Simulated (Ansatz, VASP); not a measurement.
**SnO2 in VASP and in Ansatz**

File POSCAR:

```
SnO2
1.0
    4.6174099830      0.0000000000      0.0000000000
    0.0000000000      4.6174099830      0.0000000000
    0.0000000000      0.0000000000      3.2005650988
Sn O
2 4
Direct
    0.0000000000      0.0000000000      0.0000000000
    0.5000000000      0.5000000000      0.5000000000
    0.3058934984      0.3058934984      0.0000000000
    0.1941065016      0.8058934984      0.5000000000
    0.6941065016      0.6941065016      0.0000000000
    0.8058934984      0.1941065016      0.5000000000
```

INCAR.step1

```
PREC     = Accurate       # precision mode
ENCUT    = 520            # plane-wave cutoff, eV
ISMEAR   = 0              # smearing method
SIGMA    = 0.05           # smearing width, eV
LREAL    = False          # projectors in reciprocal space
LASPH    = True           # aspherical terms in the spheres
NELM     = 100            # most SCF steps
NBANDS   = 35             # bands
GGA      = PE             # functional
ALGO     = Normal         # electronic algorithm
EDIFF    = 1E-4           # SCF threshold, eV
LWAVE    = True           # write WAVECAR
LCHARG   = False          # write CHGCAR
```

INCAR.step2

```
PREC     = Accurate       # precision mode
ENCUT    = 520            # plane-wave cutoff, eV
EDIFF    = 1E-6           # SCF threshold, eV
ISMEAR   = 0              # smearing method
SIGMA    = 0.05           # smearing width, eV
LREAL    = False          # projectors in reciprocal space
LASPH    = True           # aspherical terms in the spheres
NELM     = 100            # most SCF steps
ALGO     = Normal         # electronic algorithm
ISIF     = 2              # what is computed and relaxed
LWAVE    = False          # write WAVECAR
LCHARG   = True           # write CHGCAR
METAGGA  = R2SCAN         # meta-GGA
LMIXTAU  = True         
LELF     = True           # ELF
LVHAR    = True         
NBANDS   = 35             # bands
ISTART   = 1
```

KPOINTS

```
regular mesh
0
Gamma
  6 6 8
```

Input for Ansatz:

```yaml
crystal:
  lattice:
    - [4.617409985, 0.0, 0.0]
    - [0.0, 4.617409985, 0.0]
    - [0.0, 0.0, 3.2005650981]
  atoms:
    - { symbol: Sn, position: [0.0, 0.0, 0.0] }
    - { symbol: Sn, position: [0.5, 0.5, 0.5] }
    - { symbol: O, position: [0.3058934983, 0.3058934983, 0.0] }
    - { symbol: O, position: [0.1941065017, 0.8058934983, 0.5] }
    - { symbol: O, position: [0.6941065017, 0.6941065017, 0.0] }
    - { symbol: O, position: [0.8058934983, 0.1941065017, 0.5] }
basis:
  ecutwfc: 500
kpoints:
  mp_grid: { grid: [6, 6, 8] }
hamiltonian:
  xc: r2scan
scf:
  occupations: { method: gaussian, width: 0.05 }
output:
  forces: true
  stress: true
  eigenvalues: true
  write_density: true
  write_potential: true
  elf: true
  volumetric_format: npy
```

Change from the starting cell: strain -0.0300 x Voigt [1, 1, 0, 0, 0, 0], atoms carried along.

Alike in both runs: task single point; functional r2SCAN; k mesh 6 × 6 × 8; occupations gaussian, width 0.05 eV; no spin polarisation.

```csv
,VASP,Ansatz
version,VASP 6.6.1,Ansatz 0.2.0
potentials or method,"VASP PAW PBE potentials, release 64 (Sn_d, O), cutoff 520 eV","scalar-relativistic, plane waves, PAW"
valence electrons in the cell,52,52
```

```csv
,VASP,Ansatz,Ansatz less VASP
gap on the k mesh at the Fermi level (eV),2.47,2.44,-0.034
least direct gap on the mesh (eV),2.47,2.44,-0.034
pressure (GPa),15.3,13.9,-1.40
"traceless stress, the component that is largest in VASP (GPa)",-2.56,-2.83,-0.271
rms of the force components (eV/Å),0.017,0.012,-0.0047
```

VASP's potentials were made for PBE, not for r2SCAN. Atom by atom the forces differ by 0.005 eV/Å (rms over components).
